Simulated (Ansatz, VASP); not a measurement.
TaN: VASP beside Ansatz

```
CELL_PARAMETERS angstrom
2.93994 0.00000 0.00000
-1.46997 2.54606 0.00000
0.00000 0.00000 2.89018
ATOMIC_POSITIONS crystal
Ta 0.00000 0.00000 0.50000
N 0.66667 0.33333 0.00000
```

Alike in both runs: task relaxation of cell and atoms; functional r2SCAN; k mesh 21 × 21 × 20; occupations gaussian, width 0.1 eV; no spin polarisation.

|  | VASP | Ansatz |
| --- | --- | --- |
| version | VASP 6.6.1 | Ansatz 0.2.0 |
| potentials or method | VASP PAW PBE potentials, release 64 (Ta_pv, N), cutoff 600 eV | scalar-relativistic, plane waves, PAW |
| valence electrons in the cell | 16 | 18 |

Ansatz gave:

```
gap on the k mesh at the Fermi level, each at its own relaxed structure (eV)  : none
relaxed volume (Å³/atom)                                                      : 10.77
relaxed length of the cell vector where the two differ most in proportion (Å) : 2.885
```

Which values does VASP return?

gap on the k mesh at the Fermi level, each at its own relaxed structure (eV): none; relaxed volume (Å³/atom): 10.82; relaxed length of the cell vector where the two differ most in proportion (Å): 2.889.

VASP's potentials were made for PBE, not for r2SCAN. A gap of «none» marks a metal or a gap that the smearing closes. VASP's potentials hold 16 valence electrons a cell and Ansatz's 18, so a difference there can come from the potentials and not from the codes.

Spin-orbit coupling is off throughout.
